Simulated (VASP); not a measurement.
NiO: single point with PBE+U

Crystal: NiO.

```xyz
4
Lattice="0.0000 2.1338 2.1338 2.1338 0.0000 2.1338 4.2677 4.2677 0.0000" Properties=species:S:1:pos:R:3 pbc="T T T"
Ni    0.0000    0.0000    0.0000
Ni    2.1338    2.1338    0.0000
O     2.1338    2.1338    2.1338
O     4.2677    4.2677    2.1338
```

```
Program                : VASP 6.6.1
Task                   : single point
Functional             : PBE
Potentials or basis    : VASP PAW PBE potentials, release 64 (Ni, O)
Cutoff                 : 520 eV
k mesh                 : 10 × 10 × 5
Occupations            : gaussian, width 0.05 eV
Spin                   : collinear spin, antiferromagnetic start
Starting moments       : [2.0, -2.0, 0.0, 0.0] μB
Hubbard terms          : Ni d U = 6.2 eV
Dipole correction      : no
Further INCAR settings : ALGO = Normal; EDIFF = 1e-06; NBANDS = 28
```

* Pressure: -9.7 GPa
* Band gap on the k mesh: 2.99 eV
* Net moment: 0.00 μB per cell
* Site moments: Ni +1.76, -1.76; O +0.00 μB
* Valence electrons inside the program's atomic spheres: Ni 8.89; O 4.99

Levels at points of the mesh, in eV from the valence-band top:
Spin up:
| k point | band 14 | band 15 | band 16 | band 17 | band 18 | band 19 |
| --- | --- | --- | --- | --- | --- | --- |
| (0.00, 0.00, 0.00) | -0.61 | -0.61 | -0.61 | 2.99 | 4.24 | 4.24 |
| (0.50, 0.00, 0.00) | -1.89 | -0.58 | -0.49 | 4.41 | 4.53 | 7.14 |
Spin down:
```
           k point  band 13  band 14  band 15  band 16  band 17  band 18  band 19  band 20
(0.00, 0.00, 0.00)    -0.66    -0.61    -0.61    -0.61     2.99     4.24     4.24     7.14
(0.50, 0.00, 0.00)    -1.89    -1.89    -0.58    -0.49     4.41     4.53     7.14     7.42
```

Eigenvalues of the final occupation matrices:
| site | spin | trace | eigenvalues |
| --- | --- | --- | --- |
| site 1 d | 1 | 4.99 | 0.98 0.98 0.98 1.02 1.02 |
| site 1 d | 2 | 3.22 | 0.14 0.14 0.98 0.98 0.98 |
| site 2 d | 1 | 3.22 | 0.14 0.14 0.98 0.98 0.98 |
| site 2 d | 2 | 4.99 | 0.98 0.98 0.98 1.02 1.02 |

Wall time 3.2 min on 1 thread of Intel Xeon 8259CL, with other jobs on the host, peak memory 0.25 GiB.

Caveat: the cell stands under tension; an odd mesh through Γ misses points on the zone boundary, where band edges can lie. The state reached can hang on the start; a lower one may exist.
